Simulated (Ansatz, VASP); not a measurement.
**One calculation of HgTe, two programs**

The input INCAR:

```
SYSTEM = HgTe
ALGO     = Normal         ! electronic algorithm
EDIFF    = 1E-6           ! SCF threshold, eV
ENCUT    = 520            ! plane-wave cutoff, eV
GGA      = PS             ! functional
ISIF     = 2              ! what is computed and relaxed
ISMEAR   = -1             ! smearing method
LASPH    = .True.         ! aspherical terms in the spheres
LCHARG   = .True.         ! write CHGCAR
LELF     = .True.         ! ELF
LREAL    = .False.        ! projectors in reciprocal space
LVHAR    = .True.       
LWAVE    = .False.        ! write WAVECAR
NBANDS   = 16             ! bands
NELM     = 100            ! most SCF steps
PREC     = Accurate       ! precision mode
SIGMA    = 0.08           ! smearing width, eV
```

KPOINTS

```
k-points
0
Gamma
  12 12 12
  0 0 0
```

Contents of POSCAR:

```
HgTe
1.0
    0.0000000000      2.9215000000      2.8630700000
    2.9215000000      0.0000000000      2.8630700000
    2.9215000000      2.9215000000      0.0000000000
Hg Te
1 1
Direct
    0.0000000000      0.0000000000      0.0000000000
    0.5000000000      0.5000000000      0.5000000000
```

Input for Ansatz:

```yaml
crystal:
  lattice:
    - [0.0, 2.9215, 2.86307]
    - [2.9215, 0.0, 2.86307]
    - [2.9215, 2.9215, 0.0]
  atoms:
    - { symbol: Hg, position: [0.0, 0.0, 0.0] }
    - { symbol: Te, position: [0.5, 0.5, 0.5] }
kpoints:
  mp_grid: { grid: [12, 12, 12] }
  band_path:
    path:
      - [0.0, 0.0, 0.0]
      - [0.0, 0.5, 0.5]
      - [0.25, 0.75, 0.5]
      - [0.0, 0.5, 0.0]
      - [0.0, 0.0, 0.0]
      - [0.5, 0.5, 0.0]
      - [0.3801541025, 0.6198458975, 0.0]
      - [-0.3801541025, 0.3801541025, 0.0]
      - [0.0, 0.0, 0.0]
    npoints: 5
scf:
  occupations: { method: fermi_dirac, width: 0.08 }
hamiltonian:
  xc: pbesol
  pseudopotentials: { kind: all_electron, lapw: { basis_error: 0.001 } }
output:
  forces: true
  stress: true
  eigenvalues: true
```

Change from the starting cell: zz strain of -2 %.

Alike in both runs: task single point; functional PBEsol; k mesh 12 × 12 × 12; occupations fermi-dirac, width 0.08 eV; no spin polarisation.

|  | VASP | Ansatz |
| --- | --- | --- |
| version | VASP 6.6.1 | Ansatz 0.2.0 |
| potentials or method | VASP PAW PBE potentials, release 64 (Hg, Te), cutoff 520 eV | all-electron LAPW, scalar-relativistic |

```tsv
	VASP	Ansatz	Ansatz less VASP
pressure (GPa)	8.4	8.0	-0.34
traceless stress, the component that is largest in VASP (GPa)	1.65	1.60	-0.051
```

VASP's potentials were made for PBE, not for PBEsol. Ansatz ran all-electron here, and VASP with PAW potentials.

Neither program's run includes spin-orbit coupling.
